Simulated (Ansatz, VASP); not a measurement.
Ge: VASP beside Ansatz

Contents of POSCAR:

```
Ge
1.0
    0.0000000000      2.4711582112      3.7067373168
    2.4711582112      0.0000000000      3.7067373168
    2.4711582112      2.4711582112      0.0000000000
Ge
2
Direct
    0.5000000000      0.5000000000      0.5000000000
    0.7500000000      0.7500000000      0.7500000000
```

The input INCAR.step1:

```
PREC     = Accurate       # precision mode
ENCUT    = 520            # plane-wave cutoff, eV
ISMEAR   = 0              # smearing method
SIGMA    = 0.05           # smearing width, eV
LREAL    = F              # projectors in reciprocal space
LASPH    = T              # aspherical terms in the spheres
NELM     = 60             # most SCF steps
NBANDS   = 21             # bands
GGA      = PE             # functional
ALGO     = Normal         # electronic algorithm
EDIFF    = 1E-4           # SCF threshold, eV
LWAVE    = T              # write WAVECAR
LCHARG   = F              # write CHGCAR
```

The input INCAR.step2:

```
PREC     = Accurate       # precision mode
ENCUT    = 520            # plane-wave cutoff, eV
EDIFF    = 1E-7           # SCF threshold, eV
ISMEAR   = 0              # smearing method
SIGMA    = 0.05           # smearing width, eV
LREAL    = F              # projectors in reciprocal space
LASPH    = T              # aspherical terms in the spheres
NELM     = 60             # most SCF steps
ALGO     = Normal         # electronic algorithm
ISIF     = 2              # what is computed and relaxed
LWAVE    = F              # write WAVECAR
LCHARG   = F              # write CHGCAR
METAGGA  = R2SCAN         # meta-GGA
LMIXTAU  = T            
NBANDS   = 21             # bands
ISTART   = 1
```

Contents of KPOINTS:

```
Automatic mesh
0
Gamma
  12 12 12
```

Input for Ansatz:

```yaml
crystal:
  lattice:
    - [0.0, 2.4711582112, 3.7067373168]
    - [2.4711582112, 0.0, 3.7067373168]
    - [2.4711582112, 2.4711582112, 0.0]
  atoms:
    - { symbol: Ge, position: [0.5, 0.5, 0.5] }
    - { symbol: Ge, position: [0.75, 0.75, 0.75] }
basis:
  ecutwfc: 500
kpoints:
  mp_grid: { grid: [12, 12, 12] }
hamiltonian:
  xc: r2scan
scf:
  occupations: { method: gaussian, width: 0.05 }
output:
  forces: true
  stress: true
  eigenvalues: true
```

Alike in both runs: task single point; functional r2SCAN; k mesh 12 × 12 × 12; occupations gaussian, width 0.05 eV; no spin polarisation.

|  | VASP | Ansatz |
| --- | --- | --- |
| version | VASP 6.6.1 | Ansatz 0.2.0 |
| potentials or method | VASP PAW PBE potentials, release 64 (Ge_d), cutoff 520 eV | scalar-relativistic, plane waves, PAW |
| valence electrons in the cell | 28 | 28 |

```tsv
	VASP	Ansatz	Ansatz less VASP
gap on the k mesh at the Fermi level (eV)	none	none	-
pressure (GPa)	1.1	1.2	+0.09
traceless stress, the component that is largest in VASP (GPa)	-9.54	-9.63	-0.087
```

VASP's potentials were made for PBE, not for r2SCAN. A gap of «none» marks a metal or a gap that the smearing closes. With one functional, cell and mesh, what is left measures potentials, basis and numerics.
